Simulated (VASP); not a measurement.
# Nb (Im-3m) in VASP: notebook

The runs below take Nb through single point, with r2SCAN.

Everything below comes from runs of VASP 6.6.1. Logs are shortened: lines on timing, memory, paths and dates and some standing lists are left out, and cuts for length are marked.

## (1) The cell of the first run

Symmetry: Im-3m, No. 229, cubic system. Conventional cell: a = 3.219 Å, b = 3.219 Å, c = 3.219 Å, α = 90.00°, β = 90.00°, γ = 90.00°. Within 3.7 Å of Nb (site symmetry m-3m) lie 14 Nb at 2.79 to 3.22 Å.

## (2) Single point, r2SCAN

Contents of POSCAR:

```
Nb
1.0
   -1.6095499726      1.6095499726      1.6095499726
    1.6095499726     -1.6095499726      1.6095499726
    1.6095499726      1.6095499726     -1.6095499726
Nb
1
Direct
    0.0000000000      0.0000000000      0.0000000000
```

Contents of INCAR.step1:

```
SYSTEM = Nb
ALGO = Normal ; EDIFF = 1E-4
ENCUT = 520 ; GGA = PE
ISMEAR = -1 ; LASPH = .True.
LCHARG = .False. ; LREAL = .False.
LWAVE = .True. ; NBANDS = 12
NELM = 60 ; PREC = Accurate
SIGMA = 0.1
```

Contents of INCAR.step2:

```
SYSTEM = Nb
ALGO = Normal ; EDIFF = 1E-6
ENCUT = 520 ; ISIF = 2
ISMEAR = -1 ; ISTART = 1
LASPH = .True. ; LCHARG = .True.
LELF = .True. ; LMIXTAU = .True.
LREAL = .False. ; LVHAR = .True.
LWAVE = .False. ; METAGGA = R2SCAN
NBANDS = 12 ; NELM = 60
PREC = Accurate ; SIGMA = 0.1
```

Contents of KPOINTS:

```
k-points
0
Gamma
  14 14 14
  0 0 0
```

Potentials or basis: VASP PAW PBE potentials, release 64 (Nb_sv).

Run with:

```sh
> cat potpaw_PBE.64/Nb_sv/POTCAR > POTCAR
> cp INCAR.step1 INCAR
> mpirun -np 1 vasp_std > vasp.out
> cp INCAR.step2 INCAR
> mpirun -np 1 vasp_std > vasp.out
```

OUTCAR:

```text
SYSTEM = Nb
   EDIFF = 1E-6
   ENCUT = 520
   ISIF = 2
   ISMEAR = -1
   ISTART = 1
   LASPH = .True.
   LREAL = .False.
   METAGGA = R2SCAN
   NELM = 60
   PREC = Accurate

 ion  position               nearest neighbor table
   1  0.000  0.000  0.000-

  LATTYP: Found a body centered cubic cell.
 ALAT       =     3.2190999452

  Lattice vectors:

 A1 = (  -1.6095499726,   1.6095499726,   1.6095499726)
 A2 = (   1.6095499726,  -1.6095499726,   1.6095499726)
 A3 = (   1.6095499726,   1.6095499726,  -1.6095499726)

Analysis of symmetry for initial positions (statically):
=====================================================================
 Subroutine PRICEL returns:
 Original cell was already a primitive cell.

 Routine SETGRP: Setting up the symmetry group for a
 body centered cubic supercell.

 Subroutine GETGRP returns: Found 48 space group operations
 (whereof 48 operations were pure point group operations)
 out of a pool of 48 trial point group operations.

The static configuration has the point symmetry O_h .

Analysis of symmetry for dynamics (positions and initial velocities):
=====================================================================
 Subroutine PRICEL returns:
 Original cell was already a primitive cell.

 Routine SETGRP: Setting up the symmetry group for a
 body centered cubic supercell.

 Subroutine GETGRP returns: Found 48 space group operations
 (whereof 48 operations were pure point group operations)
 out of a pool of 48 trial point group operations.

The dynamic configuration has the point symmetry O_h .

 Subroutine INISYM returns: Found 48 space group operations
 (whereof 48 operations are pure point group operations),
 and found     1 'primitive' translations

----------------------------------------------------------------------------------------

                                     Primitive cell

  volume of cell :      16.6791

  direct lattice vectors                    reciprocal lattice vectors
    -1.609549973  1.609549973  1.609549973     0.000000000  0.310645838  0.310645838
     1.609549973 -1.609549973  1.609549973     0.310645838  0.000000000  0.310645838
     1.609549973  1.609549973 -1.609549973     0.310645838  0.310645838  0.000000000

  length of vectors
     2.787822330  2.787822330  2.787822330     0.439319557  0.439319557  0.439319557

  position of ions in fractional coordinates (direct lattice)
     0.000000000  0.000000000  0.000000000

  ion indices of the primitive-cell ions
   primitive index   ion index
                 1           1

----------------------------------------------------------------------------------------

 KPOINTS: k-points

Automatic generation of k-mesh.
 Grid dimensions read from file:
 generate k-points for:   14   14   14

 Generating k-lattice:

  Cartesian coordinates                     Fractional coordinates (reciprocal lattice)
     0.000000000  0.022188988  0.022188988     0.071428571  0.000000000  0.000000000
     0.022188988  0.000000000  0.022188988     0.000000000  0.071428571  0.000000000
     0.022188988  0.022188988  0.000000000     0.000000000  0.000000000  0.071428571

  Length of vectors
     0.031379968  0.031379968  0.031379968

  Shift w.r.t. Gamma in fractional coordinates (k-lattice)
     0.000000000  0.000000000  0.000000000

 Subroutine IBZKPT returns following result:
 ===========================================

 Found    104 irreducible k-points:

 Following reciprocal coordinates:
            Coordinates               Weight
  0.000000  0.000000  0.000000      1.000000
  0.071429  0.000000  0.000000     12.000000
  0.142857  0.000000  0.000000     12.000000
  0.214286  0.000000  0.000000     12.000000
  0.285714  0.000000  0.000000     12.000000
  0.357143  0.000000  0.000000     12.000000
[... 16 lines left out ...]
  0.285714  0.285714  0.000000     24.000000
  0.357143  0.285714  0.000000     24.000000
 [... further k-points ...]
   k-points           NKPTS =    104   k-points in BZ     NKDIM =    104   number of bands    NBANDS=     12
   number of dos      NEDOS =    301   number of ions     NIONS =      1
   total plane-waves  NPLWV =  13824
   dimension x,y,z NGX =    24 NGY =   24 NGZ =   24
   dimension x,y,z NGXF=    48 NGYF=   48 NGZF=   48
   ions per type =               1
   NGX,Y,Z   is equivalent  to a cutoff of  14.31, 14.31, 14.31 a.u.
   NGXF,Y,Z  is equivalent  to a cutoff of  28.62, 28.62, 28.62 a.u.
 SYSTEM =  Nb
   PREC   = accura    normal or accurate (medium, high low for compatibility)
   ISTART =      1    job   : 0-new  1-cont  2-samecut
   ICHARG =      0    charge: 1-file 2-atom 10-const
   ISPIN  =      1    spin polarized calculation?
   LNONCOLLINEAR =      F non collinear calculations
   LSORBIT =      F    spin-orbit coupling
   LASPH  =      T    aspherical Exc in radial PAW
   ENCUT  =  520.0 eV  38.22 Ry    6.18 a.u.   5.18  5.18  5.18*2*pi/ulx,y,z
   NELM   =     60;   NELMIN=  2; NELMDL=  0     # of ELM steps
   EDIFF  = 0.1E-05   stopping-criterion for ELM
   LREAL  =      F    real-space projection
   EDIFFG = 0.1E-04   stopping-criterion for IOM
   NSW    =      0    number of steps for IOM
   IBRION =     -1    ionic relax: 0-MD 1-quasi-New 2-CG
   NFREE  =      0    steps in history (QN), initial steepest desc. (CG)
   ISIF   =      2    stress and relaxation
   ISYM   =      2    0-nonsym 1-usesym 2-fastsym
   POTIM  = 0.5000    time-step for ionic-motion
   TEBEG  =    0.0;   TEEND  =   0.0 temperature during run
   PSTRESS=    0.0 pullay stress
   NELECT =      13.0000    total number of electrons
   NUPDOWN=      -1.0000    fix difference up-down
   EMIN   =  10.00;   EMAX   =-10.00  energy-range for DOS
   EFERMI =   0.00;   METHOD = LEGACY
   ISMEAR =    -1;   SIGMA  =   0.10  broadening in eV -4-tet -1-fermi 0-gaus
   EFERMI_NEDOS =   21; number of points for ismear=-14 and -15
   IALGO  =     38    algorithm
   IMIX   =      4    mixing-type and parameters
     AMIX     =   0.40;   BMIX     =  1.00
     AMIX_MAG =   1.60;   BMIX_MAG =  1.00
  volume/ion in A,a.u.               =      16.68       112.56
  Fermi-wavevector in a.u.,A,eV,Ry     =   1.506601  2.847062 30.883124  2.269846
  Thomas-Fermi vector in A             =   2.617297
   LORBIT       =      0    0 simple, 1 ext, 2 COOP (PROOUT), +10 PAW based schemes
   METAGGA = R2SCAN    functional components
   LHFCALC =     F    Hartree Fock is set to
   AEXX    =    0.0000 exact exchange contribution
   IVDW    =     0    specifies the selected vdW correction
   LEPSILON=     F    determine dielectric tensor
   LRPA    =     F    only Hartree local field effects (RPA)
 non-spin polarized calculation
  energy-cutoff  :      520.00
  volume of cell :       16.68
 maximum number of plane-waves:       466
 NGX is ok and might be reduce to    24
   NGX = 11   NGY = 11   NGZ = 11

 number of electron      13.0000000 magnetization

 Free energy of the ion-electron system (eV)
  ---------------------------------------------------
  ext. energy  EPLUGINS =         0.00000000
  ---------------------------------------------------
  free energy    TOTEN  =       -24.80029384 eV

  energy without entropy =      -24.75504260  energy(sigma->0) =      -24.77766822

 E-fermi :  12.2905     XC(G=0): -14.0794

 val. band max:       12.2646017716   @ k =  -0.2857   0.4286   0.1429
 cond. band min:      12.2934446341   @ k =  -0.1429   0.1429   0.0714
 fundamental gap:      0.0288428625
 Fermi energy:        12.2905249368

 k-point     1 :       0.0000    0.0000    0.0000
  band No.  band energies     occupation
      1     -43.8198      2.00000
      2     -18.1620      2.00000
      3     -18.1620      2.00000
      4     -18.1620      2.00000
      5       5.8577      2.00000
      6      12.6620      0.04755
      7      12.6620      0.04755
      8      12.6620      0.04755
      9      16.0468      0.00000
     10      16.0468      0.00000
     11      27.3333      0.00000
     12      27.3333      0.00000

 k-point     2 :       0.0714    0.0000    0.0000
  band No.  band energies     occupation
      1     -43.8023      2.00000
      2     -18.2612      2.00000
      3     -18.1912      2.00000
      4     -18.1631      2.00000
      5       6.0991      2.00000
      6      12.5070      0.20588
      7      12.6201      0.07141
      8      12.8937      0.00479
      9      15.8045      0.00000
     10      16.0434      0.00000
     11      27.5393      0.00000
     12      27.7522      0.00000

 k-point     3 :       0.1429    0.0000    0.0000
  band No.  band energies     occupation
      1     -43.7530      2.00000
      2     -18.5334      2.00000
      3     -18.2722      2.00000
      4     -18.1660      2.00000
      5       6.7602      2.00000
      6      12.1026      1.73513
      7      12.4359      0.37876
      8      13.5741      0.00001
      9      15.4113      0.00000
     10      16.0562      0.00000
     11      27.9784      0.00000
     12      28.9421      0.00000
[... 286 lines left out ...]
 k-point    23 :       0.2857    0.2857    0.0000
  band No.  band energies     occupation
      1     -43.4236      2.00000
      2     -19.6362      2.00000
      3     -19.1502      2.00000
      4     -18.3802      2.00000
      5       9.6262      2.00000
      6      10.7505      2.00000
      7      11.8781      1.96816
      8      16.0120      0.00000
      9      16.9665      0.00000
     10      22.5207      0.00000
     11      24.7062      0.00000
     12      26.6971      0.00000

 k-point    24 :       0.3571    0.2857    0.0000
  band No.  band energies     occupation
      1     -43.4120      2.00000
      2     -19.5680      2.00000
      3     -19.2865      2.00000
      4     -18.3894      2.00000
      5       9.6693      2.00000
      6      10.9364      2.00000
      7      11.7042      1.99433
      8      16.2902      0.00000
      9      16.8651      0.00000
     10      23.7543      0.00000
     11      24.1133      0.00000
     12      25.7194      0.00000

 [... further k-points ...]
[... 5 lines left out ...]
  --------------------------------------------------------------------------------------
  -------------------------------------------------------------------------------------
  Total        1.6296481      1.6296481      1.6296481     -0.0000000     -0.0000000     -0.0000000
  in kB      156.5420531    156.5420531    156.5420531     -0.0000000     -0.0000000     -0.0000000
  external PRESSURE =     156.5420531 kB  Pullay stress =       0.0000000 kB

 VOLUME and BASIS-vectors are now :
 -----------------------------------------------------------------------------
  energy-cutoff  :      520.00
  volume of cell :       16.68
      direct lattice vectors                 reciprocal lattice vectors
    -1.609549973  1.609549973  1.609549973     0.000000000  0.310645838  0.310645838
     1.609549973 -1.609549973  1.609549973     0.310645838  0.000000000  0.310645838
     1.609549973  1.609549973 -1.609549973     0.310645838  0.310645838  0.000000000

 POSITION                                       TOTAL-FORCE (eV/Angst)
 -----------------------------------------------------------------------------------
      0.00000      0.00000      0.00000        -0.000000     -0.000000      0.000000
 -----------------------------------------------------------------------------------
    total drift:                                0.000000      0.000000     -0.000000

  FREE ENERGIE OF THE ION-ELECTRON SYSTEM (eV)
  ---------------------------------------------------
  free  energy   TOTEN  =       -24.8002938423 eV

  energy  without entropy=      -24.7550425958  energy(sigma->0) =      -24.77766822
```

It took 46 s on 1 thread of Intel Xeon Platinum 8259CL at 2.50GHz (Skylake/Cascade Lake), shared host; peak memory 0.16 GiB.

Results:

```yaml
Free_energy: -24.8003 eV
Pressure: 15.7 GPa
```

Caveat: the PAW data sets were made with another functional, which shifts forces and pressure a little.

## (3) Single point, r2SCAN

This run uses another cell than the first one, of 17.22 Å³/atom, 1.033 times its volume.

Contents of POSCAR:

```
Nb
1.0
   -1.6268582886      1.6268582886      1.6268582886
    1.6268582886     -1.6268582886      1.6268582886
    1.6268582886      1.6268582886     -1.6268582886
Nb
1
Direct
    0.0000000000      0.0000000000      0.0000000000
```

Contents of INCAR.step1:

```
SYSTEM = Nb
ALGO = Normal
EDIFF = 1E-4
ENCUT = 520
GGA = PE
ISMEAR = -1
LASPH = .True.
LCHARG = .False.
LREAL = .False.
LWAVE = .True.
NBANDS = 12
NELM = 60
PREC = Accurate
SIGMA = 0.1
```

Contents of INCAR.step2:

```
SYSTEM = Nb
ALGO = Normal
EDIFF = 1E-6
ENCUT = 520
ISIF = 2
ISMEAR = -1
ISTART = 1
LASPH = .True.
LCHARG = .False.
LMIXTAU = .True.
LREAL = .False.
LWAVE = .False.
METAGGA = R2SCAN
NBANDS = 12
NELM = 60
PREC = Accurate
SIGMA = 0.1
```

KPOINTS is that of step 2.

Potentials or basis: VASP PAW PBE potentials, release 64 (Nb_sv).

Run with:

```sh
> cat potpaw_PBE.64/Nb_sv/POTCAR > POTCAR
> cp INCAR.step1 INCAR
> mpirun -np 1 vasp_std > vasp.out
> cp INCAR.step2 INCAR
> mpirun -np 1 vasp_std > vasp.out
```

It took 46 s on 1 thread of Intel Xeon Platinum 8259CL at 2.50GHz (Skylake/Cascade Lake), shared host; peak memory 0.16 GiB.

Results (log left out):

| Property | Result |
| --- | --- |
| Free energy | -24.8419 eV |
| Pressure | 8.9 GPa |

Levels at points of the mesh, in eV from the Fermi level:
| k point | band 2 | band 3 | band 4 | band 5 | band 6 | band 7 | band 8 | band 9 | band 10 | band 11 |
| --- | --- | --- | --- | --- | --- | --- | --- | --- | --- | --- |
| (0.00, 0.00, 0.00) | -30.56 | -30.56 | -30.56 | -6.38 | 0.40 | 0.40 | 0.40 | 3.67 | 3.67 | 14.97 |
| (0.50, 0.00, 0.00) | -32.22 | -31.07 | -30.58 | -4.13 | -1.88 | 2.48 | 3.72 | 4.49 | 7.01 | 12.27 |
| (0.50, 0.50, 0.50) | -31.68 | -31.68 | -31.68 | -4.20 | -4.20 | 6.15 | 6.15 | 6.15 | 9.92 | 9.92 |

Caveat: the PAW data sets were made with another functional, which shifts forces and pressure a little.

## (4) Single point, r2SCAN

This run uses another cell than the first one, of 17.22 Å³/atom, 1.033 times its volume.

POSCAR is that of step 3.

Contents of INCAR.step1:

```
ALGO     = Normal         # electronic algorithm
EDIFF    = 1E-4           # SCF threshold, eV
ENCUT    = 520            # plane-wave cutoff, eV
GGA      = PE             # functional
ISMEAR   = -1             # smearing method
LASPH    = True           # aspherical terms in the spheres
LCHARG   = False          # write CHGCAR
LREAL    = False          # projectors in reciprocal space
LWAVE    = True           # write WAVECAR
NBANDS   = 12             # bands
NELM     = 100            # most SCF steps
PREC     = Accurate       # precision mode
SIGMA    = 0.1            # smearing width, eV
```

Contents of INCAR.step2:

```
ALGO     = Normal         # electronic algorithm
EDIFF    = 1E-6           # SCF threshold, eV
ENCUT    = 520            # plane-wave cutoff, eV
ISIF     = 2              # what is computed and relaxed
ISMEAR   = -1             # smearing method
ISTART   = 1            
LASPH    = True           # aspherical terms in the spheres
LCHARG   = False          # write CHGCAR
LMIXTAU  = True         
LREAL    = False          # projectors in reciprocal space
LWAVE    = False          # write WAVECAR
METAGGA  = R2SCAN         # meta-GGA
NBANDS   = 12             # bands
NELM     = 100            # most SCF steps
PREC     = Accurate       # precision mode
SIGMA    = 0.1            # smearing width, eV
```

Contents of KPOINTS:

```
k-points
0
Gamma
  14 14 14
```

Run with:

```sh
> cat potpaw_PBE.64/Nb_sv/POTCAR > POTCAR
> cp INCAR.step1 INCAR
> mpirun -np 1 vasp_std > vasp.out
> cp INCAR.step2 INCAR
> mpirun -np 1 vasp_std > vasp.out
```

It took 46 s on 1 thread of Intel Xeon Platinum 8259CL at 2.50GHz (Skylake/Cascade Lake), shared host; peak memory 0.15 GiB.

The run converged. Its results:

```
Free energy : -24.8419 eV
Pressure    : 8.9 GPa
```

Levels at points of the mesh, in eV from the Fermi level:
| k point | band 3 | band 4 | band 5 | band 6 | band 7 | band 8 | band 9 | band 10 |
| --- | --- | --- | --- | --- | --- | --- | --- | --- |
| (0.00, 0.00, 0.00) | -30.56 | -30.56 | -6.38 | 0.40 | 0.40 | 0.40 | 3.67 | 3.67 |
| (0.50, 0.00, 0.00) | -31.07 | -30.58 | -4.13 | -1.88 | 2.48 | 3.72 | 4.49 | 7.01 |
| (0.50, 0.50, 0.50) | -31.68 | -31.68 | -4.20 | -4.20 | 6.15 | 6.15 | 6.15 | 9.92 |

Caveat: the PAW data sets were made with another functional, which shifts forces and pressure a little.

## (5) Single point, r2SCAN

This run uses another cell than the first one, of 17.77 Å³/atom, 1.065 times its volume.

Contents of POSCAR:

```
Nb
1.0
   -1.6438059488      1.6438059488      1.6438059488
    1.6438059488     -1.6438059488      1.6438059488
    1.6438059488      1.6438059488     -1.6438059488
Nb
1
Direct
    0.0000000000      0.0000000000      0.0000000000
```

Contents of INCAR.step1:

```
SYSTEM = Nb
PREC = Accurate
ENCUT = 520
ISMEAR = -1
SIGMA = 0.1
LREAL = .FALSE.
LASPH = .TRUE.
NELM = 100
NBANDS = 12
GGA = PE
ALGO = Normal
EDIFF = 1E-4
LWAVE = .TRUE.
LCHARG = .FALSE.
```

Contents of INCAR.step2:

```
SYSTEM = Nb
PREC = Accurate
ENCUT = 520
EDIFF = 1E-6
ISMEAR = -1
SIGMA = 0.1
LREAL = .FALSE.
LASPH = .TRUE.
NELM = 100
ALGO = Normal
ISIF = 2
LWAVE = .FALSE.
LCHARG = .FALSE.
METAGGA = R2SCAN
LMIXTAU = .TRUE.
NBANDS = 12
ISTART = 1
```

Contents of KPOINTS:

```
Automatic mesh
0
G
  14 14 14
  0 0 0
```

Run with:

```sh
> cat potpaw_PBE.64/Nb_sv/POTCAR > POTCAR
> cp INCAR.step1 INCAR
> mpirun -np 1 vasp_std > vasp.out
> cp INCAR.step2 INCAR
> mpirun -np 1 vasp_std > vasp.out
```

Wall time 48 s (1 thread of Intel Xeon Platinum 8259CL at 2.50GHz (Skylake/Cascade Lake), shared host); peak memory 0.15 GiB.

It converged, with:

- Free energy: -24.8618 eV
- Pressure: 2.9 GPa

Levels at points of the mesh, in eV from the Fermi level:
```csv
k point,band 2,band 3,band 4,band 5,band 6,band 7,band 8,band 9,band 10,band 11
"(0.00, 0.00, 0.00)",-30.67,-30.67,-30.67,-6.33,0.42,0.42,0.42,3.59,3.59,14.89
"(0.50, 0.00, 0.00)",-32.18,-31.14,-30.68,-3.98,-1.77,2.31,3.61,4.35,6.75,12.18
"(0.50, 0.50, 0.50)",-31.69,-31.69,-31.69,-3.99,-3.99,5.94,5.94,5.94,9.63,9.63
```

Caveat: the PAW data sets were made with another functional, which shifts forces and pressure a little.

## (6) The runs side by side

```csv
cell,gap on the mesh (eV),pressure (GPa)
"a = 2.788 Å, angles 109.5°, 1 atom",none,15.7
"a = 2.818 Å, angles 109.5°, 1 atom",none,8.9
"a = 2.847 Å, angles 109.5°, 1 atom",none,2.9
```

Alike in all rows: task single point; level r2SCAN; potentials or basis VASP PAW PBE potentials, release 64 (Nb_sv); no spin polarisation; k mesh 14 × 14 × 14; cutoff (eV) 520; smearing fermi-dirac 0.1 eV.

Caveats: the PAW data sets were made with another functional, which shifts forces and pressure a little.

Absolute energies hang on the potentials; compare differences alone.
